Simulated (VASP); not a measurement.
Write the native input for VASP 6.6.1 that does the following.

* Task: single point
* Functional: PBE
* Potentials or basis: VASP PAW PBE potentials, release 64 (Si, O)
* Cutoff: 520 eV
* k mesh: 3 × 3 × 1
* Occupations: gaussian, width 0.02 eV
* Spin: no spin polarisation
* Dipole correction: no
* Further INCAR settings: ALGO = Normal; EDIFF = 1e-06; NBANDS = 34

The structure of SiO2 lies in POSCAR:

```
SiO2
1.0
    5.0605222284      0.0000000000      0.0000000000
   -2.5302611142      4.3825408062      0.0000000000
    0.0000000000      0.0000000000      5.5413533100
Si O
3 6
Direct
    0.0000000000      0.5000000000      0.3333333333
    0.5000000000      0.5000000000      0.6666666667
    0.5000000000      0.0000000000      0.0000000000
    0.5827892600      0.7913946300      0.8333333333
    0.7913946300      0.5827892600      0.5000000000
    0.7913946300      0.2086053700      0.1666666667
    0.4172107400      0.2086053700      0.8333333333
    0.2086053700      0.4172107400      0.5000000000
    0.2086053700      0.7913946300      0.1666666667
```

The input as run:

INCAR

```
PREC = Accurate
ENCUT = 520
EDIFF = 1E-6
ISMEAR = 0
SIGMA = 0.02
LREAL = F
LASPH = T
NELM = 60
ALGO = Normal
ISIF = 2
LWAVE = F
LCHARG = T
GGA = PE
LELF = T
LVHAR = T
NBANDS = 34
```

KPOINTS

```
regular mesh
0
Gamma
  3 3 1
```

Potentials or basis: VASP PAW PBE potentials, release 64 (Si, O).

Command:

```sh
$ cat potpaw_PBE.64/Si/POTCAR potpaw_PBE.64/O/POTCAR > POTCAR
$ mpirun -np 1 vasp_std > vasp.out
```

Results of the run:

| Item | Value |
| --- | --- |
| Pressure | 4.9 GPa |
| Largest force | 0.265 eV/Å |
| Band gap on the k mesh | 5.78 eV, indirect (least direct gap 5.92 eV) |

Caveat: the k points lie up to 1.13 Å⁻¹ apart.

It took 10 s on 1 thread of Intel(R) Xeon(R) 6975P-C (Granite Rapids), on a shared host, peak memory 0.22 GiB.
